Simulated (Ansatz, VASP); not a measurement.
**BaF2: VASP beside Ansatz**

```xyz
3
Lattice="0.0000 3.0768 3.0768 3.0768 0.0000 3.0768 3.0768 3.0768 0.0000" Properties=species:S:1:pos:R:3 pbc="T T T"
Ba    0.0000    0.0000    0.0000
F     1.5384    1.5384    1.5384
F     4.6152    4.6152    4.6152
```

Alike in both runs: functional r2SCAN; k mesh 8 × 8 × 8; occupations fermi-dirac, width 0.02 eV; no spin polarisation.

Ansatz relaxed the structure, and its values are those at the end. VASP's run is a single point on that final structure, the one shown.

|  | VASP | Ansatz |
| --- | --- | --- |
| version | VASP 6.6.1 | Ansatz 0.2.0 |
| potentials or method | VASP PAW PBE potentials, release 64 (Ba_sv, F), cutoff 660 eV | PAW plane waves |
| valence electrons in the cell | 24 | 24 |

VASP gave:

- gap on the k mesh at the Fermi level (eV): 7.42
- pressure (GPa): 2.3

Task: What did Ansatz give for the same quantities?

Result: gap on the k mesh at the Fermi level (eV): 7.50; pressure (GPa): 1.3.

VASP's potentials were made for PBE, not for r2SCAN. Ansatz's warnings: stress scf threshold loose.

Spin-orbit coupling is off throughout.
